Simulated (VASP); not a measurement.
A run of VASP 6.6.1:

The input POSCAR:

```
NaCl
1.0
    0.0355036369      3.0872727782      3.0872727782
    3.0872727782      0.0355036369      3.0872727782
    3.1227764152      3.1227764152      0.0000000001
Na Cl
1 1
Direct
    0.0025876714      0.0025876714     -0.0025876714
    0.2474123286      0.2474123286      0.2525876714
```

Contents of INCAR.step1:

```
SYSTEM = NaCl
PREC     = Accurate       ! precision mode
ENCUT    = 520            ! plane-wave cutoff, eV
ISMEAR   = 0              ! smearing method
SIGMA    = 0.01           ! smearing width, eV
LREAL    = .False.        ! projectors in reciprocal space
LASPH    = .True.         ! aspherical terms in the spheres
NELM     = 80             ! most SCF steps
NBANDS   = 14             ! bands
GGA      = PE             ! functional
ALGO     = Normal         ! electronic algorithm
EDIFF    = 1E-4           ! SCF threshold, eV
LWAVE    = .True.         ! write WAVECAR
LCHARG   = .False.        ! write CHGCAR
```

INCAR.step2

```
SYSTEM = NaCl
PREC     = Accurate       ! precision mode
ENCUT    = 520            ! plane-wave cutoff, eV
EDIFF    = 1E-6           ! SCF threshold, eV
ISMEAR   = 0              ! smearing method
SIGMA    = 0.01           ! smearing width, eV
LREAL    = .False.        ! projectors in reciprocal space
LASPH    = .True.         ! aspherical terms in the spheres
NELM     = 80             ! most SCF steps
ALGO     = Normal         ! electronic algorithm
ISIF     = 2              ! what is computed and relaxed
LWAVE    = .False.        ! write WAVECAR
LCHARG   = .False.        ! write CHGCAR
METAGGA  = R2SCAN         ! meta-GGA
LMIXTAU  = .True.       
NBANDS   = 14             ! bands
ISTART   = 1
```

KPOINTS

```
regular mesh
0
Gamma
  8 8 8
  0 0 0
```

Potentials or basis: VASP PAW PBE potentials, release 64 (Na_pv, Cl).

The run is started by

```bash
$ cat potpaw_PBE.64/Na_pv/POTCAR potpaw_PBE.64/Cl/POTCAR > POTCAR
$ cp INCAR.step1 INCAR
$ mpirun -np 1 vasp_std > vasp.out
$ cp INCAR.step2 INCAR
$ mpirun -np 1 vasp_std > vasp.out
```

Hardware: 1 thread of Intel(R) Xeon(R) Platinum 8488C (Sapphire Rapids), on a shared host.

Q: How long does it take, and how much memory?

A: It took 2.8 min on 1 thread of Intel(R) Xeon(R) Platinum 8488C (Sapphire Rapids), with other jobs on the host, peak memory 0.23 GiB. Counts: k points 95.
